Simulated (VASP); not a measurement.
GaP2:

```
Ga P
1.0
     3.00091    0.00000    0.00000
     0.00000    3.00091    0.00000
     0.00000    0.00000    5.71740
Ga P
1 2
Cartesian
  0.0000 0.0000 0.0000
  1.5005 1.5005 4.1657
  1.5005 1.5005 1.5517
```

| Property | Result |
| --- | --- |
| Program | VASP 6.6.1 |
| Task | relaxation of cell and atoms |
| Functional | PBE |
| Potentials or basis | VASP PAW PBE potentials, release 64 (Ga_d, P) |
| Cutoff | 600 eV |
| k mesh | 6 × 6 × 4 |
| Occupations | gaussian, width 0.1 eV |
| Spin | no spin polarisation |

At the start: pressure 4.4 GPa; volume 17.16 Å³/atom.

Q: Where does the relaxation end?

A: Over 19 steps the energy falls by 273.4 meV/atom and the volume is 19.25 Å³/atom (+12.2 %); space group P4/mmm (No. 123, to 0.05 Å).

Step by step:
```
step  energy change (eV)  largest force (eV/Å)  pressure (GPa)  volume (Å³)
   1              0.0000                0.6318            4.36        51.49
   2             -0.2813                0.2982           -1.59        54.96
   3             -0.3925                0.3971           -4.56        57.24
   4             -0.5204                1.0410           -6.94        61.77
   5             -0.5037                0.6801           -1.67        70.54
   6             -0.5803                1.2837           -7.00        63.96
   7             -0.6365                0.9152           -5.65        67.29
   8             -0.6303                1.1501           -6.47        65.83
   9             -0.6608                0.7874           -1.26        65.33
  10             -0.6996                0.3232           -3.70        65.54
  11             -0.7395                0.2295           -3.22        63.98
  12             -0.7978                0.0982           -2.17        60.85
  13             -0.7745                0.2761            2.28        54.81
  14             -0.8153                0.0192           -0.56        58.40
  15             -0.8153                0.0258           -0.82        58.60
  16             -0.8176                0.2163            0.06        58.21
  17             -0.8177                0.1619           -0.18        58.29
  18             -0.8190                0.1087           -0.10        58.10
  19             -0.8201                0.0233           -0.02        57.75
```

Final structure:
```yaml
crystal:
  lattice:
    - [3.40367, 0.00000, 0.00000]
    - [0.00000, 3.40367, 0.00000]
    - [0.00000, 0.00000, 4.98455]
  atoms:
    - { symbol: Ga, position: [0.00000, 0.00000, 0.00000] }
    - { symbol: P, position: [0.50000, 0.50000, 0.70391] }
    - { symbol: P, position: [0.50000, 0.50000, 0.29609] }
```
